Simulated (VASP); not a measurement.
Input of a VASP 6.6.1 run:

File POSCAR:

```
Sn2Ru3S2
1.0
    5.5684322800      0.0000000000      0.0000000000
    2.7267899500      4.8551081300      0.0000000000
    2.7267899500      1.5959576400      4.5853013200
Sn S Ru
2 2 3
Direct
    0.5000000000      0.5000000000      0.5000000000
    0.0000000000      0.0000000000      0.0000000000
    0.2150000000      0.2150000000      0.2150000000
    0.7850000000      0.7850000000      0.7850000000
    0.0000000000      0.5000000000      0.5000000000
    0.5000000000      0.0000000000      0.5000000000
    0.5000000000      0.5000000000      0.0000000000
```

INCAR.step1

```
SYSTEM = Sn2Ru3S2
ALGO = Normal ; EDIFF = 1E-4
ENCUT = 520 ; GGA = PE
ISMEAR = -1 ; LASPH = .TRUE.
LCHARG = .FALSE. ; LREAL = .FALSE.
LWAVE = .TRUE. ; NBANDS = 50
NELM = 60 ; PREC = Accurate
SIGMA = 0.0337
```

INCAR.step2

```
SYSTEM = Sn2Ru3S2
ALGO = Normal ; EDIFF = 1E-6
ENCUT = 520 ; ISIF = 2
ISMEAR = -1 ; ISTART = 1
LASPH = .TRUE. ; LCHARG = .FALSE.
LMIXTAU = .TRUE. ; LREAL = .FALSE.
LWAVE = .FALSE. ; METAGGA = R2SCAN
NBANDS = 50 ; NELM = 60
PREC = Accurate ; SIGMA = 0.0337
```

File KPOINTS:

```
Automatic mesh
0
Gamma
  4 4 4
  0.5 0.5 0.5
```

Potentials or basis: VASP PAW PBE potentials, release 64 (Sn_d, S, Ru_pv).

The run is started by

```bash
$ cat potpaw_PBE.64/Sn_d/POTCAR potpaw_PBE.64/S/POTCAR potpaw_PBE.64/Ru_pv/POTCAR > POTCAR
$ cp INCAR.step1 INCAR
$ mpirun -np 1 vasp_std > vasp.out
$ cp INCAR.step2 INCAR
$ mpirun -np 1 vasp_std > vasp.out
```

Problem. Estimate the largest force.

Solution. 0.815 eV/Å.

Problem. What does it give for the band gap on the k mesh?

Solution. Zero (band 41 reaches 9.35 eV, above the bottom of band 42 at 9.03 eV).

Problem. What does it give for the pressure?

Solution. 0.5 GPa.

Stress tensor (GPa, compression positive):
```
 0.11 -0.44 -0.31
-0.44  0.60 -0.18
-0.31 -0.18  0.73
```

Caveat: the PAW data sets were made with another functional, which shifts forces and pressure a little; spin-orbit coupling is left out, which moves the levels of the heavy elements.
